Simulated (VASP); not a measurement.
Runs of VASP 6.6.1 on Cu. The structure is that of space group Fm-3m (No. 225), or close to it. The cells are those of the table. 

```csv
task,cell,k mesh,cutoff (eV),smearing,ions in elastic constants,gap on the mesh (eV),pressure (GPa),relaxed volume (Å³/atom)
single point,"a = 3.563, b = 4.364, c = 2.520 Å, angles 150.0, 90.0, 114.1°, 1 atom",11 × 9 × 42,520,gaussian 0.1 eV,-,none,(b),-
single point,"a = 2.556 Å, angles 60.0°, 1 atom",8 × 8 × 8,600,gaussian 0.1 eV,-,none,(a),-
single point,"a = 2.537 Å, angles 60.0°, 1 atom",20 × 20 × 20,520,fermi-dirac 0.15 eV,-,none,-2.6,-
single point,"a = 2.503 Å, angles 60.0°, 1 atom",20 × 20 × 20,520,fermi-dirac 0.15 eV,-,none,4.2,-
relaxation of cell and atoms,"relaxed from a = 2.520 Å, angles 60.0°, 1 atom",20 × 20 × 20,600,fermi-dirac 0.15 eV,-,none,0.0,11.37
relaxation of cell and atoms,"relaxed from a = 2.556 Å, angles 60.0°, 1 atom",20 × 20 × 20,600,gaussian 0.1 eV,-,none,0.0,11.36
single point,"a = 2.520 Å, angles 60.0°, 1 atom",20 × 20 × 20,520,fermi-dirac 0.15 eV,-,none,0.8,-
```

Alike in all rows: level PBEsol; potentials or basis VASP PAW PBE potentials, release 64 (Cu); no spin polarisation.

**Question.** Fill in the values left out.

**Answer.** (a) -4.9; (b) 0.7.

Caveats: some runs use coarse meshes; the PAW data sets were made with another functional, which shifts forces and pressure a little.

A gap of «none» marks levels without a gap at the run's occupations.
